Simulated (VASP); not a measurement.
A run of VASP 6.6.1 is set up as follows.

INCAR

```
SYSTEM = MnS
ALGO     = Normal         ! electronic algorithm
EDIFF    = 1E-6           ! SCF threshold, eV
ENCUT    = 520            ! plane-wave cutoff, eV
GGA      = PE             ! functional
ISIF     = 2              ! what is computed and relaxed
ISMEAR   = -1             ! smearing method
ISPIN    = 2              ! spin polarisation
LASPH    = .True.         ! aspherical terms in the spheres
LCHARG   = .False.        ! write CHGCAR
LMAXMIX  = 4              ! l up to which the mixer works
LORBIT   = 11             ! projections on sites
LREAL    = .False.        ! projectors in reciprocal space
LWAVE    = .False.        ! write WAVECAR
MAGMOM   = 0.45 0.45 0 0  ! initial moments
NBANDS   = 31             ! bands
NELM     = 150            ! most SCF steps
PREC     = Accurate       ! precision mode
SIGMA    = 0.03           ! smearing width, eV
```

Contents of KPOINTS:

```
k-points
0
Gamma
  6 6 3
  0 0 0
```

File POSCAR:

```
MnS
1.0
    3.9760013000      0.0000000000      0.0000000000
   -1.9880006500      3.4433181300      0.0000000000
    0.0000000000      0.0000000000      6.4320000000
Mn S
2 2
Direct
    0.3333333300      0.6666666700      0.0000000000
    0.6666666700      0.3333333300      0.5000000000
    0.3333333300      0.6666666700      0.3850000000
    0.6666666700      0.3333333300      0.8850000000
```

Potentials or basis: VASP PAW PBE potentials, release 64 (Mn_pv, S).

Run with:

```bash
$ cat potpaw_PBE.64/Mn_pv/POTCAR potpaw_PBE.64/S/POTCAR > POTCAR
$ mpirun -np 1 vasp_std > vasp.out
```

(1) Predict the pressure.

(2) Predict the largest force.

Answers

(1) -17.5 GPa.

(2) 0.380 eV/Å.
